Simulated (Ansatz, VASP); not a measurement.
# Re: VASP beside Ansatz

```
Re
1.0
     0.00000    1.80961    2.35250
     1.80961    0.00000    2.35250
     1.80961    1.80961    0.00000
Re
1
Direct
  0.00000 0.00000 0.00000
```

Alike in both runs: task single point; functional LDA; k mesh 22 × 22 × 22; occupations gaussian, width 0.15 eV; no spin polarisation.

```csv
,VASP,Ansatz
version,VASP 6.6.1,Ansatz 0.2.0
potentials or method,"VASP PAW LDA potentials, release 64 (Re), cutoff 520 eV","scalar-relativistic, plane waves, PAW"
valence electrons in the cell,7,15
```

```csv
,VASP,Ansatz,Ansatz less VASP
gap on the k mesh at the Fermi level (eV),none,none,-
pressure (GPa),-11.6,-12.1,-0.50
"traceless stress, the component that is largest in VASP (GPa)",-38.43,-39.11,-0.678
```

LDA's correlation is that of Perdew and Zunger in VASP and of Perdew and Wang (1992) in Ansatz. A gap of «none» marks a metal or a gap that the smearing closes. VASP's potentials hold 7 valence electrons a cell and Ansatz's 15, so a difference there can come from the potentials and not from the codes.

Neither program's run includes spin-orbit coupling.
